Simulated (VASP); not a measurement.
Input of a VASP 6.6.1 run:

The input INCAR:

```
SYSTEM = Ni
PREC     = Accurate       ! precision mode
ENCUT    = 520            ! plane-wave cutoff, eV
EDIFF    = 1E-6           ! SCF threshold, eV
ISMEAR   = -1             ! smearing method
SIGMA    = 0.05           ! smearing width, eV
LREAL    = .FALSE.        ! projectors in reciprocal space
LASPH    = .TRUE.         ! aspherical terms in the spheres
NELM     = 60             ! most SCF steps
ALGO     = Normal         ! electronic algorithm
ISIF     = 2              ! what is computed and relaxed
LWAVE    = .FALSE.        ! write WAVECAR
LCHARG   = .FALSE.        ! write CHGCAR
GGA      = CA             ! functional
NBANDS   = 11             ! bands
```

Contents of KPOINTS:

```
regular mesh
0
G
  17 17 17
  0 0 0
```

Contents of POSCAR:

```
Ni
1.0
   -1.3554684528      1.3554684528      1.3554684528
    1.3554684528     -1.3554684528      1.3554684528
    1.3554684528      1.3554684528     -1.3554684528
Ni
1
Direct
    0.0000000000      0.0000000000      0.0000000000
```

Potentials or basis: VASP PAW LDA potentials, release 64 (Ni).

The run is started by

```sh
$ cat potpaw_LDA.64/Ni/POTCAR > POTCAR
$ mpirun -np 1 vasp_std > vasp.out
```

Question: What does it give for the band gap on the k mesh?

Answer: Zero (bands 5 and 6 overlap by 1.11 eV).

Question: Estimate the pressure.

Answer: 2.0 GPa.

Caveat: the run has no spin polarisation, though such a crystal can be magnetic. Spin polarisation is off, so any magnetic state and its effect on volume and gap are missing.
